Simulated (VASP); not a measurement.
Input of a VASP 6.6.1 run:

The input INCAR:

```
PREC = Accurate
ENCUT = 520
EDIFF = 1E-6
ISMEAR = 0
SIGMA = 0.02
LREAL = False
LASPH = True
NELM = 80
ALGO = Normal
ISIF = 2
LWAVE = False
LCHARG = False
GGA = PE
NBANDS = 26
```

KPOINTS

```
Automatic mesh
0
Gamma
  9 9 6
```

The input POSCAR:

```
AgCl
1.0
    4.0733702425      0.0000000000      0.0000000000
   -2.0366851212      3.5276421090      0.0000000000
    0.0000000000      0.0000000000      6.2008065985
Ag Cl
2 2
Direct
    0.0000000000      0.0000000000      0.0000000000
    0.0000000000      0.0000000000      0.5000000000
    0.3333333333      0.6666666667      0.2500000000
    0.6666666667      0.3333333333      0.7500000000
```

Potentials or basis: VASP PAW PBE potentials, release 64 (Ag, Cl).

Command:

```bash
$ cat potpaw_PBE.64/Ag/POTCAR potpaw_PBE.64/Cl/POTCAR > POTCAR
$ mpirun -np 1 vasp_std > vasp.out
```

(1) Estimate the pressure.

(2) What does it give for the band gap on the k mesh?

Answers

(1) -0.1 GPa.

(2) 0.91 eV, direct.
